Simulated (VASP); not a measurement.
A run of VASP 6.6.1 is set up as follows.

INCAR

```
PREC = Accurate ; ENCUT = 520
EDIFF = 1E-6 ; ISMEAR = 0
SIGMA = 0.15 ; LREAL = F
LASPH = T ; NELM = 80
ALGO = Fast ; ISIF = 2
LWAVE = F ; LCHARG = F
GGA = PS ; NBANDS = 38
```

The input KPOINTS:

```
regular mesh
0
Gamma
  18 18 6
```

The input POSCAR:

```
Rh
1.0
    2.7558000000      0.0000000000      0.0000000000
   -1.3779000000      2.3865928077      0.0000000000
    0.0000000000      0.0000000000      8.7275109659
Rh
4
Direct
    0.0000000000      0.0000000000      0.0000000000
    0.3333333333      0.6666666667      0.2500000000
    0.0000000000      0.0000000000      0.5000000000
    0.6666666667      0.3333333333      0.7500000000
```

Potentials or basis: VASP PAW PBE potentials, release 64 (Rh_pv).

Run with:

```bash
$ cat potpaw_PBE.64/Rh_pv/POTCAR > POTCAR
$ mpirun -np 1 vasp_std > vasp.out
```

(1) Estimate the pressure.

(2) Estimate the band gap on the k mesh.

Results:

(1) -14.6 GPa.

(2) zero (band 30 reaches 11.70 eV, above the bottom of band 31 at 9.90 eV).

Caveat: the PAW data sets were made with another functional, which shifts forces and pressure a little.
